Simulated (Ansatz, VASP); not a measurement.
# Two plane-wave programs on Sb

```
Sb
1.0
    -6.22092    0.00000    0.00000
     0.00000    0.00000    6.22092
     0.00000    6.22092    0.00000
Sb
8
Direct
  0.50000 0.00000 0.00000
  0.50000 0.50000 0.00000
  0.50000 0.00000 0.50000
  0.50000 0.50000 0.50000
  0.00000 0.00000 0.00000
  0.00000 0.50000 0.00000
  0.00000 0.00000 0.50000
  0.00000 0.50000 0.50000
```

Alike in both runs: functional PBE; k mesh 6 × 6 × 6; occupations gaussian, width 0.1 eV; no spin polarisation.

Ansatz relaxed the structure, and its values are those at the end. VASP's run is a single point on that final structure, the one shown.

```csv
,VASP,Ansatz
version,VASP 6.6.1,Ansatz 0.2.0
potentials or method,"VASP PAW PBE potentials, release 64 (Sb), cutoff 520 eV","scalar-relativistic, plane waves, PAW"
valence electrons in the cell,40,120
```

```csv
,VASP,Ansatz,Ansatz less VASP
gap on the k mesh at the Fermi level (eV),none,none,-
pressure (GPa),0.0,0.0,+0.03
```

A gap of «none» marks a metal or a gap that the smearing closes. The functional is the same, so the differences come from potentials, cutoffs and numerics. VASP's potentials hold 40 valence electrons a cell and Ansatz's 120, so a difference there can come from the potentials and not from the codes.

Spin-orbit coupling is off throughout.
